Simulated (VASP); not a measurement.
Set up this calculation in VASP 6.6.1, as the native input.

| Property | Result |
| --- | --- |
| Task | single point |
| Functional | PBEsol |
| Dispersion | D3(BJ) |
| Potentials or basis | VASP PAW PBE potentials, release 64 (Ga_d, Sb) |
| Cutoff | 500 eV |
| k mesh | 11 × 11 × 4 |
| Occupations | fermi-dirac, width 0.15 eV |
| Spin | no spin polarisation |
| Dipole correction | no |
| Further INCAR settings | ALGO = Normal; EDIFF = 1e-06; NBANDS = 54 |

The structure of GaSb3 lies in POSCAR:

```
GaSb3
1.0
    3.6478901013     -3.6478901013      0.0000000000
    3.6478901013      0.0000000000     -3.6478901013
    9.0278310101      9.0278310101      9.0278310101
Ga Sb
3 9
Direct
    1.0000000000      0.0000000000      0.5724482327
    0.3333333333      0.3333333333      0.3030671674
    0.6666666667      0.6666666667      0.0336861022
    0.6666666667      0.6666666667      0.2357219011
    1.0000000000      0.0000000000      0.7744840316
    0.3333333333      0.3333333333      0.5051029664
    0.6666666667      0.6666666667      0.6397934990
    1.0000000000      1.0000000000      0.3704124337
    0.3333333333      0.3333333333      0.1010313685
    0.6666666667      0.6666666667      0.4377577000
    1.0000000000      0.0000000000      0.1683766348
    0.3333333333      0.3333333333      0.7071387653
```

One way to write it, as run:

INCAR

```
SYSTEM = GaSb3
PREC = Accurate
ENCUT = 500
EDIFF = 1E-6
ISMEAR = -1
SIGMA = 0.15
LREAL = .False.
LASPH = .True.
NELM = 120
ALGO = Normal
ISIF = 2
LWAVE = .False.
LCHARG = .False.
GGA = PS
IVDW = 12
NBANDS = 54
GGA_COMPAT = .False.
```

KPOINTS

```
Automatic mesh
0
Gamma
  11 11 4
  0 0 0
```

Potentials or basis: VASP PAW PBE potentials, release 64 (Ga_d, Sb).

Command:

```bash
$ cat potpaw_PBE.64/Ga_d/POTCAR potpaw_PBE.64/Sb/POTCAR > POTCAR
$ mpirun -np 1 vasp_std > vasp.out
```

It gave:

| Item | Value |
| --- | --- |
| Pressure | -2.8 GPa |
| Largest force | 0.720 eV/Å |
| Band gap on the k mesh | zero (bands 42 and 43 overlap by 1.82 eV) |
| Dispersion energy per atom | -0.395 eV |

Caveat: the PAW data sets were made with another functional, which shifts forces and pressure a little; spin-orbit coupling is left out, which moves the levels of the heavy elements.

Run time: 49 min on 1 thread of Intel(R) Xeon(R) Platinum 8488C (Sapphire Rapids) (shared host), peak memory 0.99 GiB.
